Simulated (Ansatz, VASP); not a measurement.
Two plane-wave programs on Ti

File INCAR:

```
ALGO = Normal
EDIFF = 1E-7
ENCUT = 520
GGA = PE
ISIF = 2
ISMEAR = 1
LASPH = T
LCHARG = F
LREAL = F
LWAVE = F
NBANDS = 19
NELM = 60
PREC = Accurate
SIGMA = 0.3
```

Contents of KPOINTS:

```
k-points
0
Gamma
  12 12 7
```

Contents of POSCAR:

```
Ti
1.0
    2.9390756844      0.0000000000      0.0000000000
   -1.4695378422      2.5453142064      0.0000000000
    0.0000000000      0.0000000000      4.6559893251
Ti
2
Direct
    0.3333333333      0.6666666667      0.2500000000
    0.6666666667      0.3333333333      0.7500000000
```

Input for Ansatz:

```yaml
crystal:
  lattice:
    - [2.9390756844, 0.0, 0.0]
    - [-1.4695378422, 2.5453142064, 0.0]
    - [0.0, 0.0, 4.6559893251]
  atoms:
    - { symbol: Ti, position: [0.3333333333, 0.6666666667, 0.25] }
    - { symbol: Ti, position: [0.6666666667, 0.3333333333, 0.75] }
hamiltonian:
  xc: pbe
  pseudopotentials:
    kind: paw
    azcp:
      Ti: "pseudopotentials/Ti.paw.azcp"
basis:
  ecutwfc: 420
  fft_grid_basis: typed
kpoints:
  mp_grid: { grid: [12, 12, 7], shift: [0, 0, 0] }
magnetization:
  spin_polarized: false
scf:
  occupations: { method: methfessel_paxton, width: 0.3 }
  lower_state_search: "off"
output:
  stress: true
```

Alike in both runs: task single point; functional PBE; k mesh 12 × 12 × 7; occupations methfessel-paxton of order 1, width 0.3 eV; no spin polarisation.

|  | VASP | Ansatz |
| --- | --- | --- |
| version | VASP 6.6.1 | Ansatz 0.2.0 |
| potentials or method | VASP PAW PBE potentials, release 64 (Ti_sv), cutoff 520 eV | plane waves (420 eV) with PAW, scalar-relativistic |
| valence electrons in the cell | 24 | 24 |

```tsv
	VASP	Ansatz	Ansatz less VASP
pressure (GPa)	-0.5	-0.2	+0.28
traceless stress, the component that is largest in VASP (GPa)	-0.11	-0.10	+0.002
```
